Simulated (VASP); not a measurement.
# PbF2 (Fm-3m) in VASP: single point with LDA

Aim: the single point of PbF2 with LDA.

Everything below comes from runs of VASP 6.6.1. Logs are shortened: lines on timing, memory, paths and dates and some standing lists are left out, and cuts for length are marked.

### Step 1. The cell of the first run

Symmetry: Fm-3m, No. 225, cubic system. Conventional cell: a = 5.940 Å, b = 5.940 Å, c = 5.940 Å, α = 90.00°, β = 90.00°, γ = 90.00°. Within 3.4 Å of Pb (site symmetry m-3m) lie 8 F at 2.57 Å. F (site symmetry -43m) has 4 Pb at 2.57 Å and 6 F at 2.97 Å within 3.4 Å.

### Step 2. Single point, LDA

Contents of INCAR:

```
SYSTEM = PbF2
PREC = Accurate ; ENCUT = 520
EDIFF = 1E-6 ; ISMEAR = 0
SIGMA = 0.05 ; LREAL = .False.
LASPH = .True. ; NELM = 60
ALGO = Normal ; ISIF = 2
LWAVE = .False. ; LCHARG = .True.
GGA = CA ; LELF = .True.
LVHAR = .True. ; NBANDS = 21
```

Contents of KPOINTS:

```
regular mesh
0
Gamma
  8 8 8
  0 0 0
```

Contents of POSCAR:

```
PbF2
1.0
    0.0000000000      2.9698500000      2.9698500000
    2.9698500000      0.0000000000      2.9698500000
    2.9698500000      2.9698500000      0.0000000000
Pb F
1 2
Direct
    0.0000000000      0.0000000000      0.0000000000
    0.2500000000      0.2500000000      0.2500000000
    0.7500000000      0.7500000000      0.7500000000
```

Potentials or basis: VASP PAW LDA potentials, release 64 (Pb_d, F).

The run is started by

```console
$ cat potpaw_LDA.64/Pb_d/POTCAR potpaw_LDA.64/F/POTCAR > POTCAR
$ mpirun -np 1 vasp_std > vasp.out
```

OUTCAR:

```text
SYSTEM = PbF2
   PREC = Accurate
   ENCUT = 520
   EDIFF = 1E-6
   ISMEAR = 0
   LREAL = .False.
   LASPH = .True.
   NELM = 60
   ISIF = 2
   GGA = CA

 ion  position               nearest neighbor table
   1  0.000  0.000  0.000-   3 2.57   3 2.57   3 2.57   2 2.57   2 2.57   2 2.57   3 2.57   2 2.57

   2  0.250  0.250  0.250-   1 2.57   1 2.57   1 2.57   1 2.57
   3  0.750  0.750  0.750-   1 2.57   1 2.57   1 2.57   1 2.57

  LATTYP: Found a face centered cubic cell.
 ALAT       =     5.9397000000

  Lattice vectors:

 A1 = (   0.0000000000,   2.9698500000,   2.9698500000)
 A2 = (   2.9698500000,   0.0000000000,   2.9698500000)
 A3 = (   2.9698500000,   2.9698500000,   0.0000000000)

Analysis of symmetry for initial positions (statically):
=====================================================================
 Subroutine PRICEL returns:
 Original cell was already a primitive cell.

 Routine SETGRP: Setting up the symmetry group for a
 face centered cubic supercell.

 Subroutine GETGRP returns: Found 48 space group operations
 (whereof 48 operations were pure point group operations)
 out of a pool of 48 trial point group operations.

The static configuration has the point symmetry O_h .

Analysis of symmetry for dynamics (positions and initial velocities):
=====================================================================
 Subroutine PRICEL returns:
 Original cell was already a primitive cell.

 Routine SETGRP: Setting up the symmetry group for a
 face centered cubic supercell.

 Subroutine GETGRP returns: Found 48 space group operations
 (whereof 48 operations were pure point group operations)
 out of a pool of 48 trial point group operations.

The dynamic configuration has the point symmetry O_h .

 Subroutine INISYM returns: Found 48 space group operations
 (whereof 48 operations are pure point group operations),
 and found     1 'primitive' translations

----------------------------------------------------------------------------------------

                                     Primitive cell

  volume of cell :      52.3882

  direct lattice vectors                    reciprocal lattice vectors
     0.000000000  2.969850000  2.969850000    -0.168358671  0.168358671  0.168358671
     2.969850000  0.000000000  2.969850000     0.168358671 -0.168358671  0.168358671
     2.969850000  2.969850000  0.000000000     0.168358671  0.168358671 -0.168358671

  length of vectors
     4.200002148  4.200002148  4.200002148     0.291605773  0.291605773  0.291605773

  position of ions in fractional coordinates (direct lattice)
     0.000000000  0.000000000  0.000000000
     0.250000000  0.250000000  0.250000000
     0.750000000  0.750000000  0.750000000

  ion indices of the primitive-cell ions
   primitive index   ion index
                 1           1
                 2           2
                 3           3

----------------------------------------------------------------------------------------

 KPOINTS: regular mesh

Automatic generation of k-mesh.
 Grid dimensions read from file:
 generate k-points for:    8    8    8

 Generating k-lattice:

  Cartesian coordinates                     Fractional coordinates (reciprocal lattice)
    -0.021044834  0.021044834  0.021044834     0.125000000  0.000000000  0.000000000
     0.021044834 -0.021044834  0.021044834     0.000000000  0.125000000  0.000000000
     0.021044834  0.021044834 -0.021044834     0.000000000  0.000000000  0.125000000

  Length of vectors
     0.036450722  0.036450722  0.036450722

  Shift w.r.t. Gamma in fractional coordinates (k-lattice)
     0.000000000  0.000000000  0.000000000

 Subroutine IBZKPT returns following result:
 ===========================================

 Found     29 irreducible k-points:

 Following reciprocal coordinates:
            Coordinates               Weight
  0.000000  0.000000  0.000000      1.000000
  0.125000  0.000000  0.000000      8.000000
  0.250000  0.000000  0.000000      8.000000
  0.375000  0.000000  0.000000      8.000000
  0.500000  0.000000  0.000000      4.000000
  0.125000  0.125000  0.000000      6.000000
[... 16 lines left out ...]
  0.500000  0.250000  0.125000     48.000000
 -0.375000  0.250000  0.125000     24.000000
 [... further k-points ...]
   k-points           NKPTS =     29   k-points in BZ     NKDIM =     29   number of bands    NBANDS=     21
   number of dos      NEDOS =    301   number of ions     NIONS =      3
   total plane-waves  NPLWV =  32768
   dimension x,y,z NGX =    32 NGY =   32 NGZ =   32
   dimension x,y,z NGXF=    64 NGYF=   64 NGZF=   64
   ions per type =               1   2
   NGX,Y,Z   is equivalent  to a cutoff of  12.67, 12.67, 12.67 a.u.
   NGXF,Y,Z  is equivalent  to a cutoff of  25.33, 25.33, 25.33 a.u.
 SYSTEM =  PbF2
   PREC   = accura    normal or accurate (medium, high low for compatibility)
   ISTART =      0    job   : 0-new  1-cont  2-samecut
   ICHARG =      2    charge: 1-file 2-atom 10-const
   ISPIN  =      1    spin polarized calculation?
   LNONCOLLINEAR =      F non collinear calculations
   LSORBIT =      F    spin-orbit coupling
   LASPH  =      T    aspherical Exc in radial PAW
   ENCUT  =  520.0 eV  38.22 Ry    6.18 a.u.   7.81  7.81  7.81*2*pi/ulx,y,z
   NELM   =     60;   NELMIN=  2; NELMDL= -5     # of ELM steps
   EDIFF  = 0.1E-05   stopping-criterion for ELM
   LREAL  =      F    real-space projection
   EDIFFG = 0.1E-04   stopping-criterion for IOM
   NSW    =      0    number of steps for IOM
   IBRION =     -1    ionic relax: 0-MD 1-quasi-New 2-CG
   NFREE  =      0    steps in history (QN), initial steepest desc. (CG)
   ISIF   =      2    stress and relaxation
   ISYM   =      2    0-nonsym 1-usesym 2-fastsym
   POTIM  = 0.5000    time-step for ionic-motion
   TEBEG  =    0.0;   TEEND  =   0.0 temperature during run
   PSTRESS=    0.0 pullay stress
   NELECT =      28.0000    total number of electrons
   NUPDOWN=      -1.0000    fix difference up-down
   EMIN   =  10.00;   EMAX   =-10.00  energy-range for DOS
   EFERMI =   0.00;   METHOD = LEGACY
   ISMEAR =     0;   SIGMA  =   0.05  broadening in eV -4-tet -1-fermi 0-gaus
   EFERMI_NEDOS =   21; number of points for ismear=-14 and -15
   IALGO  =     38    algorithm
   IMIX   =      4    mixing-type and parameters
     AMIX     =   0.40;   BMIX     =  1.00
     AMIX_MAG =   1.60;   BMIX_MAG =  1.00
  volume/ion in A,a.u.               =      17.46       117.84
  Fermi-wavevector in a.u.,A,eV,Ry     =   1.328566  2.510625 24.015460  1.765086
  Thomas-Fermi vector in A             =   2.457794
   LORBIT       =      0    0 simple, 1 ext, 2 COOP (PROOUT), +10 PAW based schemes
   GGA     = CA    functional components
   LHFCALC =     F    Hartree Fock is set to
   AEXX    =    0.0000 exact exchange contribution
   IVDW    =     0    specifies the selected vdW correction
   LEPSILON=     F    determine dielectric tensor
   LRPA    =     F    only Hartree local field effects (RPA)
 non-spin polarized calculation
 Gauss-broadening in eV      SIGMA  =   0.05
  energy-cutoff  :      520.00
  volume of cell :       52.39
 maximum number of plane-waves:      1424
   NGX = 15   NGY = 15   NGZ = 15

 number of electron      28.0000010 magnetization

 Free energy of the ion-electron system (eV)
  ---------------------------------------------------
  ext. energy  EPLUGINS =         0.00000000
  ---------------------------------------------------
  free energy    TOTEN  =       -15.90653979 eV

  energy without entropy =      -15.90653979  energy(sigma->0) =      -15.90653979

 E-fermi :   1.6371     XC(G=0): -10.0339

 val. band max:        1.4277792371   @ k =  -0.2500   0.5000   0.2500
 cond. band min:       5.6496192248   @ k =   0.5000   0.5000   0.0000
 fundamental gap:      4.2218399877
 Fermi energy:         1.6370858073

 k-point     1 :       0.0000    0.0000    0.0000
  band No.  band energies     occupation
      1     -19.2280      2.00000
      2     -18.5670      2.00000
      3     -12.9014      2.00000
      4     -12.9014      2.00000
      5     -12.9014      2.00000
      6     -12.8315      2.00000
[... 13 lines left out ...]
     20      16.2448      0.00000
     21      18.5854      0.00000

 k-point     2 :       0.1250    0.0000    0.0000
  band No.  band energies     occupation
      1     -19.1956      2.00000
      2     -18.5971      2.00000
      3     -12.8949      2.00000
      4     -12.8949      2.00000
      5     -12.8674      2.00000
      6     -12.8316      2.00000
[... 13 lines left out ...]
     20      15.8170      0.00000
     21      17.9912      0.00000

 k-point     3 :       0.2500    0.0000    0.0000
  band No.  band energies     occupation
      1     -19.1112      2.00000
      2     -18.6728      2.00000
      3     -12.8837      2.00000
      4     -12.8837      2.00000
      5     -12.8270      2.00000
      6     -12.8270      2.00000
[... 13 lines left out ...]
     20      15.2437      0.00000
     21      16.7740      0.00000

 k-point     4 :       0.3750    0.0000    0.0000
  band No.  band energies     occupation
      1     -19.0038      2.00000
      2     -18.7694      2.00000
      3     -12.8800      2.00000
      4     -12.8800      2.00000
      5     -12.8146      2.00000
      6     -12.8146      2.00000
[... 13 lines left out ...]
     20      14.9201      0.00000
     21      15.7667      0.00000

 k-point     5 :       0.5000    0.0000    0.0000
  band No.  band energies     occupation
      1     -18.9240      2.00000
      2     -18.8431      2.00000
      3     -12.8803      2.00000
      4     -12.8803      2.00000
      5     -12.8077      2.00000
      6     -12.8077      2.00000
[... 13 lines left out ...]
     20      14.8285      0.00000
     21      15.3836      0.00000

 k-point     6 :       0.1250    0.1250    0.0000
  band No.  band energies     occupation
      1     -19.1856      2.00000
      2     -18.6059      2.00000
      3     -12.8886      2.00000
      4     -12.8886      2.00000
      5     -12.8632      2.00000
      6     -12.8364      2.00000
[... 13 lines left out ...]
     20      16.3882      0.00000
     21      18.0132      0.00000

 k-point     7 :       0.2500    0.1250    0.0000
  band No.  band energies     occupation
      1     -19.1203      2.00000
      2     -18.6639      2.00000
      3     -12.8755      2.00000
      4     -12.8752      2.00000
      5     -12.8384      2.00000
      6     -12.8226      2.00000
[... 13 lines left out ...]
     20      16.0905      0.00000
     21      17.5660      0.00000
[... 291 lines left out ...]
      1     -18.8934      2.00000
      2     -18.8552      2.00000
      3     -12.8577      2.00000
      4     -12.8228      2.00000
      5     -12.8182      2.00000
      6     -12.7660      2.00000
[... 13 lines left out ...]
     20      16.6007      0.00000
     21      17.8159      0.00000

 k-point    21 :       0.5000    0.5000    0.0000
  band No.  band energies     occupation
      1     -18.9281      2.00000
      2     -18.8177      2.00000
      3     -12.8693      2.00000
      4     -12.8110      2.00000
      5     -12.8110      2.00000
      6     -12.8066      2.00000
[... 13 lines left out ...]
     20      17.7882      0.00000
     21      18.3936      0.00000

 k-point    22 :       0.3750    0.2500    0.1250
  band No.  band energies     occupation
      1     -19.0516      2.00000
      2     -18.7230      2.00000
      3     -12.8608      2.00000
      4     -12.8585      2.00000
      5     -12.8392      2.00000
      6     -12.8114      2.00000
[... 13 lines left out ...]
     20      16.4123      0.00000
     21      17.2814      0.00000

 k-point    23 :       0.5000    0.2500    0.1250
  band No.  band energies     occupation
      1     -18.9658      2.00000
      2     -18.7970      2.00000
      3     -12.8554      2.00000
      4     -12.8523      2.00000
      5     -12.8241      2.00000
      6     -12.7923      2.00000
[... 13 lines left out ...]
     20      16.9903      0.00000
     21      17.5222      0.00000

 k-point    24 :      -0.3750    0.2500    0.1250
  band No.  band energies     occupation
      1     -18.8990      2.00000
      2     -18.8586      2.00000
      3     -12.8550      2.00000
      4     -12.8526      2.00000
      5     -12.8124      2.00000
      6     -12.7841      2.00000
[... 13 lines left out ...]
     20      17.2168      0.00000
     21      17.6222      0.00000

 [... further k-points ...]
[... 5 lines left out ...]
  --------------------------------------------------------------------------------------
  -------------------------------------------------------------------------------------
  Total       -1.6133667     -1.6133667     -1.6133667     -0.0000000     -0.0000000      0.0000000
  in kB      -49.3412475    -49.3412475    -49.3412475     -0.0000000     -0.0000000      0.0000000
  external PRESSURE =     -49.3412475 kB  Pullay stress =       0.0000000 kB

 VOLUME and BASIS-vectors are now :
 -----------------------------------------------------------------------------
  energy-cutoff  :      520.00
  volume of cell :       52.39
      direct lattice vectors                 reciprocal lattice vectors
     0.000000000  2.969850000  2.969850000    -0.168358671  0.168358671  0.168358671
     2.969850000  0.000000000  2.969850000     0.168358671 -0.168358671  0.168358671
     2.969850000  2.969850000  0.000000000     0.168358671  0.168358671 -0.168358671

 POSITION                                       TOTAL-FORCE (eV/Angst)
 -----------------------------------------------------------------------------------
      0.00000      0.00000      0.00000         0.000000      0.000000      0.000000
      1.48493      1.48493      1.48493         0.000000      0.000000      0.000000
      4.45477      4.45477      4.45477        -0.000000     -0.000000     -0.000000
 -----------------------------------------------------------------------------------
    total drift:                                0.000000     -0.000000      0.000000

  FREE ENERGIE OF THE ION-ELECTRON SYSTEM (eV)
  ---------------------------------------------------
  free  energy   TOTEN  =       -15.9065397930 eV

  energy  without entropy=      -15.9065397930  energy(sigma->0) =      -15.90653979
```

Run time: 47 s. Hardware: 1 thread of AMD EPYC 7R13, shared host; peak memory 0.14 GiB.

What came out:

```
Free energy            : -15.9065 eV
Pressure               : -4.9 GPa
Band gap on the k mesh : 4.22 eV (least direct gap 4.38 eV)
```

Caveat: the cell stands under tension; spin-orbit coupling is left out, which moves the levels of the heavy elements.
